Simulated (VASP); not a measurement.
# KRh2S2 (I4/mmm) in VASP: a series of runs

KRh2S2 is run at these levels: PBEsol; tasks: single point.

Program: VASP 6.6.1. These are calculated values, not measurements. Logs are shortened: lines on timing, memory, paths and dates and some standing lists are left out, and cuts for length are marked.

## Step 1: The cell of the first run

It takes space group I4/mmm (No. 139, tetragonal). Conventional cell: a = 3.864 Å, b = 3.864 Å, c = 12.657 Å, α = 90.00°, β = 90.00°, γ = 90.00°. S (site symmetry 4mm) has 4 Rh at 2.36 Å within 3.1 Å. K (site symmetry 4/mmm) has 8 S at 3.28 Å and 8 Rh at 3.71 Å and 4 K at 3.86 Å within 4.3 Å. Rh (site symmetry -4m2) has 4 S at 2.36 Å and 4 Rh at 2.73 Å within 3.1 Å.

## Step 2: Single point, PBEsol

Contents of INCAR:

```
PREC = Accurate ; ENCUT = 520
EDIFF = 1E-7 ; ISMEAR = -1
SIGMA = 0.0675 ; LREAL = F
LASPH = T ; NELM = 100
ALGO = Normal ; ISIF = 2
LWAVE = F ; LCHARG = F
GGA = PS ; NBANDS = 34
```

Contents of KPOINTS:

```
regular mesh
0
Gamma
  8 8 8
```

Contents of POSCAR:

```
KRh2S2
1.0
    0.0000000000      3.8636207164      0.0000000000
    3.8636207164      0.0000000000      0.0000000000
    1.9318103582      1.9318103582     -6.3287498225
S K Rh
2 1 2
Direct
    0.3566401008      0.3566401008      0.2867197984
    0.6433598992      0.6433598992      0.7132802016
    0.0000000000      0.0000000000      0.0000000000
    0.7500000000      0.2500000000      0.5000000000
    0.2500000000      0.7500000000      0.5000000000
```

Potentials or basis: VASP PAW PBE potentials, release 64 (S, K_sv, Rh_pv).

Command:

```bash
> cat potpaw_PBE.64/S/POTCAR potpaw_PBE.64/K_sv/POTCAR potpaw_PBE.64/Rh_pv/POTCAR > POTCAR
> mpirun -np 1 vasp_std > vasp.out
```

OUTCAR:

```text
PREC = Accurate
   ENCUT = 520
   EDIFF = 1E-7
   ISMEAR = -1
   LREAL = F
   LASPH = T
   NELM = 100
   ISIF = 2
   GGA = PS

 ion  position               nearest neighbor table
   1  0.357  0.357  0.287-   4 2.36   5 2.36   5 2.36   4 2.36   3 3.28   3 3.28   3 3.28   3 3.28

   2  0.643  0.643  0.713-   5 2.36   4 2.36   4 2.36   5 2.36   3 3.28   3 3.28   3 3.28   3 3.28

   3  0.000  0.000  0.000-   2 3.28   2 3.28   2 3.28   1 3.28   2 3.28   1 3.28   1 3.28   1 3.28

   4  0.750  0.250  0.500-   1 2.36   1 2.36   2 2.36   2 2.36   5 2.73   5 2.73   5 2.73   5 2.73

   5  0.250  0.750  0.500-   1 2.36   1 2.36   2 2.36   2 2.36   4 2.73   4 2.73   4 2.73   4 2.73

  LATTYP: Found a body centered tetragonal cell.
 ALAT       =     3.8636207164
 C/A-ratio  =     3.2760719993

  Lattice vectors:

 A1 = (  -1.9318103582,   1.9318103582,   6.3287498225)
 A2 = (   1.9318103582,  -1.9318103582,   6.3287498225)
 A3 = (   1.9318103582,   1.9318103582,  -6.3287498225)

Analysis of symmetry for initial positions (statically):
=====================================================================
 Subroutine PRICEL returns:
 Original cell was already a primitive cell.

 Routine SETGRP: Setting up the symmetry group for a
 body centered tetragonal supercell.

 Subroutine GETGRP returns: Found 16 space group operations
 (whereof 16 operations were pure point group operations)
 out of a pool of 16 trial point group operations.

The static configuration has the point symmetry D_4h.

Analysis of symmetry for dynamics (positions and initial velocities):
=====================================================================
 Subroutine PRICEL returns:
 Original cell was already a primitive cell.

 Routine SETGRP: Setting up the symmetry group for a
 body centered tetragonal supercell.

 Subroutine GETGRP returns: Found 16 space group operations
 (whereof 16 operations were pure point group operations)
 out of a pool of 16 trial point group operations.

The dynamic configuration has the point symmetry D_4h.

 Subroutine INISYM returns: Found 16 space group operations
 (whereof 16 operations are pure point group operations),
 and found     1 'primitive' translations

----------------------------------------------------------------------------------------

                                     Primitive cell

  volume of cell :      94.4728

  direct lattice vectors                    reciprocal lattice vectors
     0.000000000  3.863620716  0.000000000     0.000000000  0.258824578  0.079004545
     3.863620716  0.000000000  0.000000000     0.258824578  0.000000000  0.079004545
     1.931810358  1.931810358 -6.328749822     0.000000000  0.000000000 -0.158009090

  length of vectors
     3.863620716  3.863620716  6.893247191     0.270613895  0.270613895  0.158009090

  position of ions in fractional coordinates (direct lattice)
     0.356640101  0.356640101  0.286719798
     0.643359899  0.643359899  0.713280202
     0.000000000  0.000000000  0.000000000
     0.750000000  0.250000000  0.500000000
     0.250000000  0.750000000  0.500000000

  ion indices of the primitive-cell ions
   primitive index   ion index
                 1           1
                 2           2
                 3           3
                 4           4
                 5           5

----------------------------------------------------------------------------------------

 KPOINTS: regular mesh

Automatic generation of k-mesh.
 Grid dimensions read from file:
 generate k-points for:    8    8    8

 Generating k-lattice:

  Cartesian coordinates                     Fractional coordinates (reciprocal lattice)
     0.000000000  0.032353072  0.009875568     0.125000000  0.000000000 -0.000000000
     0.032353072  0.000000000  0.009875568     0.000000000  0.125000000 -0.000000000
     0.000000000  0.000000000 -0.019751136     0.000000000  0.000000000  0.125000000

  Length of vectors
     0.033826737  0.033826737  0.019751136

  Shift w.r.t. Gamma in fractional coordinates (k-lattice)
     0.000000000  0.000000000  0.000000000

 Subroutine IBZKPT returns following result:
 ===========================================

 Found     59 irreducible k-points:

 Following reciprocal coordinates:
            Coordinates               Weight
  0.000000  0.000000  0.000000      1.000000
  0.125000  0.000000 -0.000000      8.000000
  0.250000  0.000000 -0.000000      8.000000
  0.375000  0.000000 -0.000000      8.000000
  0.500000  0.000000 -0.000000      4.000000
  0.125000  0.125000 -0.000000      8.000000
[... 16 lines left out ...]
  0.250000  0.000000  0.125000      4.000000
  0.375000  0.000000  0.125000      8.000000
 [... further k-points ...]
   k-points           NKPTS =     59   k-points in BZ     NKDIM =     59   number of bands    NBANDS=     34
   number of dos      NEDOS =    301   number of ions     NIONS =      5
   total plane-waves  NPLWV =  48600
   dimension x,y,z NGX =    30 NGY =   30 NGZ =   54
   dimension x,y,z NGXF=    60 NGYF=   60 NGZF=  108
   ions per type =               2   1   2
   NGX,Y,Z   is equivalent  to a cutoff of  12.91, 12.91, 13.02 a.u.
   NGXF,Y,Z  is equivalent  to a cutoff of  25.82, 25.82, 26.05 a.u.
 SYSTEM =  unknown system
   PREC   = accura    normal or accurate (medium, high low for compatibility)
   ISTART =      0    job   : 0-new  1-cont  2-samecut
   ICHARG =      2    charge: 1-file 2-atom 10-const
   ISPIN  =      1    spin polarized calculation?
   LNONCOLLINEAR =      F non collinear calculations
   LSORBIT =      F    spin-orbit coupling
   LASPH  =      T    aspherical Exc in radial PAW
   ENCUT  =  520.0 eV  38.22 Ry    6.18 a.u.   7.18  7.18 12.82*2*pi/ulx,y,z
   NELM   =    100;   NELMIN=  2; NELMDL= -5     # of ELM steps
   EDIFF  = 0.1E-06   stopping-criterion for ELM
   LREAL  =      F    real-space projection
   EDIFFG = 0.1E-05   stopping-criterion for IOM
   NSW    =      0    number of steps for IOM
   IBRION =     -1    ionic relax: 0-MD 1-quasi-New 2-CG
   NFREE  =      0    steps in history (QN), initial steepest desc. (CG)
   ISIF   =      2    stress and relaxation
   ISYM   =      2    0-nonsym 1-usesym 2-fastsym
   POTIM  = 0.5000    time-step for ionic-motion
   TEBEG  =    0.0;   TEEND  =   0.0 temperature during run
   PSTRESS=    0.0 pullay stress
   NELECT =      51.0000    total number of electrons
   NUPDOWN=      -1.0000    fix difference up-down
   EMIN   =  10.00;   EMAX   =-10.00  energy-range for DOS
   EFERMI =   0.00;   METHOD = LEGACY
   ISMEAR =    -1;   SIGMA  =   0.07  broadening in eV -4-tet -1-fermi 0-gaus
   EFERMI_NEDOS =   21; number of points for ismear=-14 and -15
   IALGO  =     38    algorithm
   IMIX   =      4    mixing-type and parameters
     AMIX     =   0.40;   BMIX     =  1.00
     AMIX_MAG =   1.60;   BMIX_MAG =  1.00
  volume/ion in A,a.u.               =      18.89       127.51
  Fermi-wavevector in a.u.,A,eV,Ry     =   1.332997  2.519000 24.175943  1.776882
  Thomas-Fermi vector in A             =   2.461889
   LORBIT       =      0    0 simple, 1 ext, 2 COOP (PROOUT), +10 PAW based schemes
   GGA     = PS    functional components
   LHFCALC =     F    Hartree Fock is set to
   AEXX    =    0.0000 exact exchange contribution
   IVDW    =     0    specifies the selected vdW correction
   LEPSILON=     F    determine dielectric tensor
   LRPA    =     F    only Hartree local field effects (RPA)
 non-spin polarized calculation
  energy-cutoff  :      520.00
  volume of cell :       94.47
 maximum number of plane-waves:      2562
 NGX is ok and might be reduce to    30
   NGX = 15   NGY = 15   NGZ = 25

 number of electron      50.9999991 magnetization

 Free energy of the ion-electron system (eV)
  ---------------------------------------------------
  ext. energy  EPLUGINS =         0.00000000
  ---------------------------------------------------
  free energy    TOTEN  =       -28.91694562 eV

  energy without entropy =      -28.82753011  energy(sigma->0) =      -28.87223787

 E-fermi :   6.7919     XC(G=0): -10.7407

 val. band max:        6.7893572735   @ k =  -0.2500   0.0000   0.1250
 cond. band min:       6.8116810893   @ k =  -0.1250  -0.3750   0.1250
 fundamental gap:      0.0223238157
 Fermi energy:         6.7918923626

 k-point     1 :       0.0000    0.0000    0.0000
  band No.  band energies     occupation
      1     -40.4884      2.00000
      2     -40.4884      2.00000
      3     -40.2617      2.00000
      4     -40.1834      2.00000
      5     -40.1757      2.00000
      6     -40.1757      2.00000
[... 26 lines left out ...]
     33      12.8100      0.00000
     34      13.4591      0.00000

 k-point     2 :       0.1250    0.0000   -0.0000
  band No.  band energies     occupation
      1     -40.4779      2.00000
      2     -40.4767      2.00000
      3     -40.2586      2.00000
      4     -40.1895      2.00000
      5     -40.1878      2.00000
      6     -40.1859      2.00000
[... 26 lines left out ...]
     33      12.6861      0.00000
     34      13.7089      0.00000

 k-point     3 :       0.2500    0.0000   -0.0000
  band No.  band energies     occupation
      1     -40.4474      2.00000
      2     -40.4432      2.00000
      3     -40.2498      2.00000
      4     -40.2266      2.00000
      5     -40.2221      2.00000
      6     -40.1943      2.00000
[... 26 lines left out ...]
     33      13.0335      0.00000
     34      13.3301      0.00000
[... 704 lines left out ...]
 k-point    23 :       0.2500    0.0000    0.1250
  band No.  band energies     occupation
      1     -40.4474      2.00000
      2     -40.4432      2.00000
      3     -40.2498      2.00000
      4     -40.2266      2.00000
      5     -40.2221      2.00000
      6     -40.1943      2.00000
[... 26 lines left out ...]
     33      12.6748      0.00000
     34      13.6862      0.00000

 k-point    24 :       0.3750    0.0000    0.1250
  band No.  band energies     occupation
      1     -40.4002      2.00000
      2     -40.3929      2.00000
      3     -40.2807      2.00000
      4     -40.2733      2.00000
      5     -40.2367      2.00000
      6     -40.2067      2.00000
[... 26 lines left out ...]
     33      13.0467      0.00000
     34      13.1376      0.00000

 [... further k-points ...]

------------------------ aborting loop because EDIFF is reached ----------------------------------------

  FORCE on cell =-STRESS in cart. coord.  units (eV):
  Direction    XX          YY          ZZ          XY          YZ          ZX
  --------------------------------------------------------------------------------------
  -------------------------------------------------------------------------------------
  Total        0.0027365      0.0027365     -0.0159126      0.0000000      0.0000000      0.0000000
  in kB        0.0464080      0.0464080     -0.2698644      0.0000000      0.0000000      0.0000000
  external PRESSURE =      -0.0590161 kB  Pullay stress =       0.0000000 kB

 VOLUME and BASIS-vectors are now :
 -----------------------------------------------------------------------------
  energy-cutoff  :      520.00
  volume of cell :       94.47
      direct lattice vectors                 reciprocal lattice vectors
     0.000000000  3.863620716  0.000000000     0.000000000  0.258824578  0.079004545
     3.863620716  0.000000000  0.000000000     0.258824578  0.000000000  0.079004545
     1.931810358  1.931810358 -6.328749822     0.000000000  0.000000000 -0.158009090

 POSITION                                       TOTAL-FORCE (eV/Angst)
 -----------------------------------------------------------------------------------
      1.93181      1.93181     -1.81458         0.000000      0.000000     -0.012811
      3.86362      3.86362     -4.51417        -0.000000     -0.000000      0.012811
      0.00000      0.00000      0.00000         0.000000     -0.000000     -0.000000
      1.93181      3.86362     -3.16437        -0.000000     -0.000000      0.000000
      3.86362      1.93181     -3.16437         0.000000      0.000000     -0.000000
 -----------------------------------------------------------------------------------
    total drift:                                0.000000     -0.000000     -0.000000

  FREE ENERGIE OF THE ION-ELECTRON SYSTEM (eV)
  ---------------------------------------------------
  free  energy   TOTEN  =       -28.9169456175 eV

  energy  without entropy=      -28.8275301127  energy(sigma->0) =      -28.87223787
```

It took 6.5 min on 1 thread of Intel Xeon 8259CL, shared host; peak memory 0.32 GiB.

Results:

- Free energy: -28.9169 eV
- Pressure: 0.0 GPa
- Largest force: 0.013 eV/Å
- Band gap on the k mesh: zero (an odd number of electrons rules out a gap without spin polarisation)

Forces in eV/Å, atoms in the order of the input:
```
S    0.000  0.000 -0.013
S    0.000  0.000  0.013
K    0.000  0.000  0.000
Rh   0.000  0.000  0.000
Rh   0.000  0.000  0.000
```

Levels at points of the mesh, in eV from the Fermi level:
```csv
k point,band 22,band 23,band 24,band 25,band 26,band 27,band 28,band 29
"(0.00, 0.00, 0.00)",-1.25,-1.04,-1.04,0.14,0.17,0.75,0.90,0.90
"(0.50, 0.00, 0.00)",-3.17,-2.81,-2.70,0.20,0.20,0.21,0.51,3.31
"(0.50, 0.50, 0.00)",-3.35,-2.07,-2.02,-1.95,-1.95,0.12,0.15,4.07
"(0.00, 0.00, 0.50)",-1.34,-1.25,-1.00,-1.00,0.14,1.03,1.03,2.18
```

Caveat: the PAW data sets were made with another functional, which shifts forces and pressure a little.

(Part 1 of 2 ends here.)
